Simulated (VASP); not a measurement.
Input of a VASP 6.6.1 run:

INCAR

```
PREC     = Accurate       # precision mode
ENCUT    = 600            # plane-wave cutoff, eV
EDIFF    = 1E-6           # SCF threshold, eV
ISMEAR   = -1             # smearing method
SIGMA    = 0.02           # smearing width, eV
LREAL    = F              # projectors in reciprocal space
LASPH    = T              # aspherical terms in the spheres
NELM     = 120            # most SCF steps
ALGO     = Normal         # electronic algorithm
ISIF     = 2              # what is computed and relaxed
LWAVE    = F              # write WAVECAR
LCHARG   = F              # write CHGCAR
GGA      = PE             # functional
NBANDS   = 46             # bands
GGA_COMPAT= F
```

KPOINTS

```
Automatic mesh
0
Gamma
  8 4 6
```

File POSCAR:

```
Ga4SbN3
1.0
    3.2283954425      0.0000000000      0.0000000000
    0.0000000000      7.6584925695      0.0000000000
    0.0000000000      0.0000000000      4.8872313531
N Ga Sb
3 4 1
Direct
    0.0000000000      0.2012951830      0.0137732539
    0.5000000000      0.0000000000      0.5132036026
    0.0000000000      0.7987048170      0.0137732539
    0.5000000000      0.1891022624      0.7896084097
    0.0000000000      0.0000000000      0.2758351224
    0.5000000000      0.8108977376      0.7896084097
    0.0000000000      0.5000000000      0.0682523537
    0.5000000000      0.5000000000      0.5359455940
```

Potentials or basis: VASP PAW PBE potentials, release 64 (N, Ga_d, Sb).

Run with:

```bash
$ cat potpaw_PBE.64/N/POTCAR potpaw_PBE.64/Ga_d/POTCAR potpaw_PBE.64/Sb/POTCAR > POTCAR
$ mpirun -np 1 vasp_std > vasp.out
```

Question: Predict the largest force.

Answer: 0.006 eV/Å.

Question: Predict the pressure.

Answer: 0.1 GPa.

Question: Predict the band gap on the k mesh.

Answer: Zero (bands 36 and 37 overlap by 3.03 eV).

Stress tensor (GPa, compression positive):
```
0.03 0.00 0.00
0.00 0.13 0.00
0.00 0.00 0.04
```

Caveat: spin-orbit coupling is left out, which moves the levels of the heavy elements.
